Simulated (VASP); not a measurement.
# B4CCl6O (R3m) in VASP: further runs

Aim: see how the results for B4CCl6O move with the level of theory and the settings. Levels: PBE, r2SCAN. Tasks: single point.

Program: VASP 6.6.1. These are calculated values, not measurements. Logs are shortened: lines on timing, memory, paths and dates and some standing lists are left out, and cuts for length are marked.

## 1. The cell of the first run

Symmetry: R3m, No. 160, trigonal system. The conventional cell has a = 10.814 Å, b = 10.814 Å, c = 7.418 Å, α = 90.00°, β = 90.00°, γ = 120.00°. B (site symmetry 3m) has 1 C at 1.50 Å and 3 B at 1.71 Å within 2.0 Å. B (site symmetry m) has 1 B at 1.71 Å and 2 Cl at 1.75 to 1.76 Å within 2.3 Å. C (site symmetry 3m) has 1 O at 1.13 Å and 1 B at 1.50 Å within 1.6 Å. Within 2.3 Å of Cl (site symmetry m) lie 1 B at 1.75 Å. Within 2.3 Å of Cl (site symmetry m) lie 1 B at 1.76 Å. Within 1.5 Å of O (site symmetry 3m) lie 1 C at 1.13 Å.

## 2. Single point, PBE

INCAR

```
SYSTEM = B4CCl6O
PREC = Accurate
ENCUT = 520
EDIFF = 1E-7
ISMEAR = -1
SIGMA = 0.02
LREAL = .False.
LASPH = .True.
NELM = 80
ALGO = Normal
ISIF = 2
LWAVE = .False.
LCHARG = .False.
GGA = PE
NBANDS = 44
```

KPOINTS

```
regular mesh
0
Gamma
  4 4 4
  0 0 0
```

POSCAR

```
B4CCl6O
1.0
    5.4070553946      3.1217648876      2.4727387659
   -5.4070553946      3.1217648876      2.4727387659
    0.0000000000     -6.2435297752      2.4727387658
B C Cl O
4 1 6 1
Direct
    0.3028652156      0.3028652156      0.3028652156
    0.3205403361      0.3205403361      0.0599835372
    0.0599835372      0.3205403361      0.3205403361
    0.3205403361      0.0599835372      0.3205403361
    0.5050728444      0.5050728444      0.5050728444
    0.1140891664      0.1140891664      0.7863174225
    0.7863174225      0.1140891664      0.1140891664
    0.1140891664      0.7863174225      0.1140891664
    0.5467454828      0.5467454828      0.0738643191
    0.0738643191      0.5467454828      0.5467454828
    0.5467454828      0.0738643191      0.5467454828
    0.6572466906      0.6572466906      0.6572466906
```

Potentials or basis: VASP PAW PBE potentials, release 64 (B, C, Cl, O).

Launch:

```console
$ cat potpaw_PBE.64/B/POTCAR potpaw_PBE.64/C/POTCAR potpaw_PBE.64/Cl/POTCAR potpaw_PBE.64/O/POTCAR > POTCAR
$ mpirun -np 1 vasp_std > vasp.out
```

OUTCAR:

```text
SYSTEM = B4CCl6O
   PREC = Accurate
   ENCUT = 520
   EDIFF = 1E-7
   ISMEAR = -1
   LREAL = .False.
   LASPH = .True.
   NELM = 80
   ISIF = 2
   GGA = PE

 ion  position               nearest neighbor table
   1  0.303  0.303  0.303-   5 1.50   2 1.71   4 1.71   3 1.71
   2  0.321  0.321  0.060-   1 1.71   6 1.75   9 1.76
   3  0.060  0.321  0.321-   1 1.71   7 1.75  10 1.76
   4  0.321  0.060  0.321-   1 1.71   8 1.75  11 1.76
   5  0.505  0.505  0.505-  12 1.13   1 1.50
   6  0.114  0.114  0.786-   2 1.75
   7  0.786  0.114  0.114-   3 1.75
   8  0.114  0.786  0.114-   4 1.75
   9  0.547  0.547  0.074-   2 1.76
  10  0.074  0.547  0.547-   3 1.76
  11  0.547  0.074  0.547-   4 1.76
  12  0.657  0.657  0.657-   5 1.13

  LATTYP: Found a trigonal (rhomboedric) cell.
 ALAT       =     6.7153630623
 COS(alpha) =    -0.2966197678

  Lattice vectors:

 A1 = (   5.4070553946,   3.1217648876,   2.4727387659)
 A2 = (  -5.4070553946,   3.1217648876,   2.4727387659)
 A3 = (   0.0000000000,  -6.2435297752,   2.4727387658)

Analysis of symmetry for initial positions (statically):
=====================================================================
 Subroutine PRICEL returns:
 Original cell was already a primitive cell.

 Routine SETGRP: Setting up the symmetry group for a
 trigonal (rhombohedral) supercell.

 Subroutine GETGRP returns: Found  6 space group operations
 (whereof  6 operations were pure point group operations)
 out of a pool of 12 trial point group operations.

The static configuration has the point symmetry C_3v.

Analysis of symmetry for dynamics (positions and initial velocities):
=====================================================================
 Subroutine PRICEL returns:
 Original cell was already a primitive cell.

 Routine SETGRP: Setting up the symmetry group for a
 trigonal (rhombohedral) supercell.

 Subroutine GETGRP returns: Found  6 space group operations
 (whereof  6 operations were pure point group operations)
 out of a pool of 12 trial point group operations.

The dynamic configuration has the point symmetry C_3v.
[... 110 lines left out ...]
   NSW    =      0    number of steps for IOM
   IBRION =     -1    ionic relax: 0-MD 1-quasi-New 2-CG
   NFREE  =      0    steps in history (QN), initial steepest desc. (CG)
   ISIF   =      2    stress and relaxation
   ISYM   =      2    0-nonsym 1-usesym 2-fastsym
   POTIM  = 0.5000    time-step for ionic-motion
   TEBEG  =    0.0;   TEEND  =   0.0 temperature during run
   PSTRESS=    0.0 pullay stress
   NELECT =      64.0000    total number of electrons
   NUPDOWN=      -1.0000    fix difference up-down
   EMIN   =  10.00;   EMAX   =-10.00  energy-range for DOS
   EFERMI =   0.00;   METHOD = LEGACY
   ISMEAR =    -1;   SIGMA  =   0.02  broadening in eV -4-tet -1-fermi 0-gaus
   EFERMI_NEDOS =   21; number of points for ismear=-14 and -15
   IALGO  =     38    algorithm
   IMIX   =      4    mixing-type and parameters
     AMIX     =   0.40;   BMIX     =  1.00
     AMIX_MAG =   1.60;   BMIX_MAG =  1.00
  volume/ion in A,a.u.               =      20.87       140.83
  Fermi-wavevector in a.u.,A,eV,Ry     =   1.038894  1.963225 14.684784  1.079301
  Thomas-Fermi vector in A             =   2.173399
   LORBIT       =      0    0 simple, 1 ext, 2 COOP (PROOUT), +10 PAW based schemes
   GGA     = PE    functional components
   LHFCALC =     F    Hartree Fock is set to
   AEXX    =    0.0000 exact exchange contribution
   IVDW    =     0    specifies the selected vdW correction
   LEPSILON=     F    determine dielectric tensor
   LRPA    =     F    only Hartree local field effects (RPA)
 non-spin polarized calculation
  energy-cutoff  :      520.00
  volume of cell :      250.43
 maximum number of plane-waves:      6765
 NGX is ok and might be reduce to    50
   NGX = 25   NGY = 25   NGZ = 25

 number of electron      64.0000007 magnetization

 Free energy of the ion-electron system (eV)
  ---------------------------------------------------
  ext. energy  EPLUGINS =         0.00000000
  ---------------------------------------------------
  free energy    TOTEN  =       -60.05494456 eV

  energy without entropy =      -60.05494456  energy(sigma->0) =      -60.05494456

 E-fermi :  -0.1272     XC(G=0):  -7.9311

 val. band max:       -0.6719091321   @ k =   0.5000   0.5000   0.5000
 cond. band min:       3.3272570705   @ k =   0.2500   0.2500   0.2500
 fundamental gap:      3.9991662026
 Fermi energy:        -0.1271588712

 k-point     1 :       0.0000    0.0000    0.0000
  band No.  band energies     occupation
      1     -23.6335      2.00000
      2     -15.6871      2.00000
      3     -15.3214      2.00000
      4     -15.3214      2.00000
      5     -14.5654      2.00000
      6     -14.5654      2.00000
[... 600 lines left out ...]
     43       7.7478      0.00000
     44       8.4128      0.00000

------------------------ aborting loop because EDIFF is reached ----------------------------------------

  FORCE on cell =-STRESS in cart. coord.  units (eV):
  Direction    XX          YY          ZZ          XY          YZ          ZX
  --------------------------------------------------------------------------------------
  -------------------------------------------------------------------------------------
  Total        2.4234434      2.4234434      4.3065677      0.0000000      0.0000000     -0.0000000
  in kB       15.5043287     15.5043287     27.5518881      0.0000000      0.0000000     -0.0000000
  external PRESSURE =      19.5201818 kB  Pullay stress =       0.0000000 kB

 VOLUME and BASIS-vectors are now :
 -----------------------------------------------------------------------------
  energy-cutoff  :      520.00
  volume of cell :      250.43
      direct lattice vectors                 reciprocal lattice vectors
     5.407055395  3.121764888  2.472738766     0.092471773  0.053388603  0.134803295
    -5.407055395  3.121764888  2.472738766    -0.092471773  0.053388603  0.134803295
     0.000000000 -6.243529775  2.472738766     0.000000000 -0.106777206  0.134803295

 POSITION                                       TOTAL-FORCE (eV/Angst)
 -----------------------------------------------------------------------------------
      0.00000      0.00000      2.24672        -0.000000     -0.000000      0.078113
      0.00000      1.62679      1.73355        -0.000000      0.018708     -0.017461
     -1.40885     -0.81340      1.73355        -0.016202     -0.009354     -0.017461
      1.40885     -0.81340      1.73355         0.016202     -0.009354     -0.017461
      0.00000      0.00000      3.74674        -0.000000      0.000000     -2.079039
      0.00000     -4.19708      2.50858        -0.000000     -0.007360      0.035976
      3.63478      2.09854      2.50858         0.006374      0.003680      0.035976
     -3.63478      2.09854      2.50858        -0.006374      0.003680      0.035976
      0.00000      2.95245      2.88656        -0.000000     -0.027333     -0.014736
     -2.55689     -1.47622      2.88656         0.023671      0.013666     -0.014736
      2.55689     -1.47622      2.88656        -0.023671      0.013666     -0.014736
      0.00000      0.00000      4.87560        -0.000000     -0.000000      1.989591
 -----------------------------------------------------------------------------------
    total drift:                               -0.000000     -0.000000      0.000191

  FREE ENERGIE OF THE ION-ELECTRON SYSTEM (eV)
  ---------------------------------------------------
  free  energy   TOTEN  =       -60.0549445630 eV

  energy  without entropy=      -60.0549445630  energy(sigma->0) =      -60.05494456
```

OSZICAR:

```text
N       E                     dE             d eps       ncg     rms          rms(c)
DAV:   1     0.413764937261E+03    0.41376E+03   -0.28431E+04  1144   0.125E+03
DAV:   2    -0.261518952634E+02   -0.43992E+03   -0.42275E+03  1468   0.255E+02
DAV:   3    -0.631782504127E+02   -0.37026E+02   -0.36678E+02  1368   0.820E+01
DAV:   4    -0.638467185428E+02   -0.66847E+00   -0.66650E+00  1408   0.124E+01
DAV:   5    -0.638653923885E+02   -0.18674E-01   -0.18648E-01  1400   0.207E+00    0.222E+01
DAV:   6    -0.604986955015E+02    0.33667E+01   -0.57936E+00  1312   0.116E+01    0.103E+01
DAV:   7    -0.600689297621E+02    0.42977E+00   -0.27569E+00  1384   0.687E+00    0.517E+00
DAV:   8    -0.600564947614E+02    0.12435E-01   -0.22397E-01  1416   0.225E+00    0.307E+00
DAV:   9    -0.600560949828E+02    0.39978E-03   -0.47397E-02  1360   0.981E-01    0.879E-01
DAV:  10    -0.600549148899E+02    0.11801E-02   -0.12396E-02  1360   0.516E-01    0.197E-01
DAV:  11    -0.600548427293E+02    0.72161E-04   -0.78333E-04  1448   0.167E-01    0.622E-02
DAV:  12    -0.600549254644E+02   -0.82735E-04   -0.25905E-04  1392   0.763E-02    0.319E-02
DAV:  13    -0.600549351448E+02   -0.96805E-05   -0.25889E-05  1400   0.254E-02    0.122E-02
DAV:  14    -0.600549435812E+02   -0.84363E-05   -0.12538E-05  1272   0.185E-02    0.465E-03
DAV:  15    -0.600549443286E+02   -0.74743E-06   -0.85713E-07  1432   0.476E-03    0.254E-03
DAV:  16    -0.600549445104E+02   -0.18179E-06   -0.14300E-07  1128   0.236E-03    0.992E-04
DAV:  17    -0.600549445630E+02   -0.52633E-07   -0.11662E-07   864   0.180E-03
   1 F= -.60054945E+02 E0= -.60054945E+02  d E =-.304793E-12
```

Wall time 1.7 min (1 thread of Intel Xeon 6975P-C (Granite Rapids), shared host); peak memory 0.41 GiB.

What came out:

* Free energy: -60.0549 eV
* Pressure: 2.0 GPa
* Largest force: 2.079 eV/Å
* Band gap on the k mesh: 4.00 eV (least direct gap 4.06 eV)

Forces in eV/Å, atoms in the order of the input:
```
B    0.000  0.000  0.078
B    0.000  0.019 -0.017
B   -0.016 -0.009 -0.017
B    0.016 -0.009 -0.017
C    0.000  0.000 -2.079
Cl   0.000 -0.007  0.036
Cl   0.006  0.004  0.036
Cl  -0.006  0.004  0.036
Cl   0.000 -0.027 -0.015
Cl   0.024  0.014 -0.015
Cl  -0.024  0.014 -0.015
O    0.000  0.000  1.990
```

Stress tensor (GPa, compression positive):
```
1.55 0.00 0.00
0.00 1.55 0.00
0.00 0.00 2.76
```

Levels at points of the mesh, in eV from the valence-band top:
| k point | band 28 | band 29 | band 30 | band 31 | band 32 | band 33 | band 34 | band 35 | band 36 | band 37 |
| --- | --- | --- | --- | --- | --- | --- | --- | --- | --- | --- |
| (0.00, 0.00, 0.00) | -0.59 | -0.54 | -0.54 | -0.21 | -0.21 | 4.29 | 4.29 | 4.49 | 4.49 | 5.36 |
| (0.50, 0.00, 0.00) | -0.84 | -0.54 | -0.49 | -0.18 | -0.04 | 4.02 | 4.15 | 4.55 | 4.56 | 5.58 |
| (0.50, 0.50, 0.00) | -0.94 | -0.57 | -0.53 | -0.22 | -0.01 | 4.08 | 4.16 | 4.47 | 4.54 | 5.40 |
| (0.50, 0.50, 0.50) | -0.87 | -0.54 | -0.54 | 0.00 | 0.00 | 4.21 | 4.21 | 4.71 | 4.71 | 4.93 |

Caveat: forces of over 1 eV/Å act on the atoms, so gaps and moduli don't describe the material at rest. PBE gaps usually lie below the measured ones, often by a third to a half.

## 3. Single point, r2SCAN

POSCAR is that of step 2.

INCAR.step1

```
ALGO = Normal ; EDIFF = 1E-4
ENCUT = 520 ; GGA = PE
ISMEAR = 0 ; LASPH = True
LCHARG = False ; LREAL = False
LWAVE = True ; NBANDS = 44
NELM = 60 ; PREC = Accurate
SIGMA = 0.01
```

INCAR.step2

```
ALGO = Normal ; EDIFF = 1E-7
ENCUT = 520 ; ISIF = 2
ISMEAR = 0 ; ISTART = 1
LASPH = True ; LCHARG = False
LMIXTAU = True ; LREAL = False
LWAVE = False ; METAGGA = R2SCAN
NBANDS = 44 ; NELM = 60
PREC = Accurate ; SIGMA = 0.01
```

KPOINTS

```
k-points
0
Gamma
  4 4 4
```

Potentials or basis: VASP PAW PBE potentials, release 64 (B, C, Cl, O).

Launch:

```console
$ cat potpaw_PBE.64/B/POTCAR potpaw_PBE.64/C/POTCAR potpaw_PBE.64/Cl/POTCAR potpaw_PBE.64/O/POTCAR > POTCAR
$ cp INCAR.step1 INCAR
$ mpirun -np 1 vasp_std > vasp.out
$ cp INCAR.step2 INCAR
$ mpirun -np 1 vasp_std > vasp.out
```

Run time: 5.4 min. Hardware: 1 thread of Intel Xeon 6975P-C (Granite Rapids), shared host; peak memory 0.45 GiB.

It converged, with:

| Property | Result |
| --- | --- |
| Free energy | -90.9750 eV |
| Pressure | 0.6 GPa |
| Largest force | 1.061 eV/Å |
| Band gap on the k mesh | 4.50 eV (least direct gap 4.56 eV) |

Forces on the atoms (eV/Å):
```
B    0.000  0.000 -0.006
B    0.000  0.065 -0.019
B   -0.056 -0.032 -0.019
B    0.056 -0.032 -0.019
C    0.000  0.000 -1.061
Cl   0.000 -0.025  0.103
Cl   0.022  0.012  0.103
Cl  -0.022  0.012  0.103
Cl   0.000 -0.074 -0.068
Cl   0.064  0.037 -0.068
Cl  -0.064  0.037 -0.068
O    0.000  0.000  1.019
```

Stress tensor (GPa, compression positive):
```
0.46 0.00 0.00
0.00 0.46 0.00
0.00 0.00 0.82
```

Levels at points of the mesh, in eV from the valence-band top:
| k point | band 29 | band 30 | band 31 | band 32 | band 33 | band 34 | band 35 | band 36 |
| --- | --- | --- | --- | --- | --- | --- | --- | --- |
| (0.00, 0.00, 0.00) | -0.59 | -0.59 | -0.20 | -0.20 | 4.80 | 4.80 | 4.94 | 4.94 |
| (0.50, 0.00, 0.00) | -0.59 | -0.53 | -0.17 | -0.04 | 4.52 | 4.67 | 5.00 | 5.02 |
| (0.50, 0.50, 0.00) | -0.62 | -0.58 | -0.22 | -0.01 | 4.60 | 4.65 | 4.94 | 4.99 |
| (0.50, 0.50, 0.50) | -0.58 | -0.58 | 0.00 | 0.00 | 4.68 | 4.68 | 5.21 | 5.21 |

Caveat: the PAW data sets were made with another functional, which shifts forces and pressure a little.
